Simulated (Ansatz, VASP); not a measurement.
One calculation of H14CO8, two programs

```xyz
23
Lattice="6.2403 0.0000 0.0000 0.0000 6.2403 0.0000 0.0000 0.0000 6.2403" Properties=species:S:1:pos:R:3 pbc="T T T"
O     4.4201    1.5602    4.5695
O     2.6988    5.1490    1.9678
O    -0.0823    3.1875    5.8949
O     4.4179    5.4328    5.9184
O     1.7552    5.1033   -0.7911
O     3.3517    2.4354    2.0263
O     0.1864   -0.3206    3.1899
O     0.7685    1.3783    1.7821
H     3.6787    1.8760    5.1154
H     4.5573    0.6298    4.9044
H     3.4185    5.4182    1.3596
H     2.8979    4.1819    2.0840
H    -0.5980    2.5614    5.3189
H     0.1305    2.6635    6.6993
H     5.0376    4.6636    5.9294
H     3.5579    5.0883    5.5676
H     1.8070    5.3262    0.1695
H     1.1503    4.3163   -0.7895
H     2.4859    1.9657    2.0041
H     3.7725    2.1065    2.8515
H     1.1200   -0.3146    3.5401
H    -1.0603    0.4365    1.8293
C    -0.0233    0.5441    2.2194
```

Alike in both runs: functional PBE; k mesh 1 × 1 × 1; occupations fermi-dirac, width 0.05 eV; no spin polarisation.

Ansatz relaxed the structure, and its values are those at the end. VASP's run is a single point on that final structure, the one shown.

|  | VASP | Ansatz |
| --- | --- | --- |
| version | VASP 6.6.1 | Ansatz 0.2.0 |
| potentials or method | VASP PAW PBE potentials, release 64 (O_h, H_h, C_h), cutoff 1000 eV | scalar-relativistic, plane waves, PAW |
| valence electrons in the cell | 66 | 66 |

|  | VASP | Ansatz | Ansatz less VASP |
| --- | --- | --- | --- |
| rms of the force components (eV/Å) | 0.106 | 0.107 | +0.0002 |
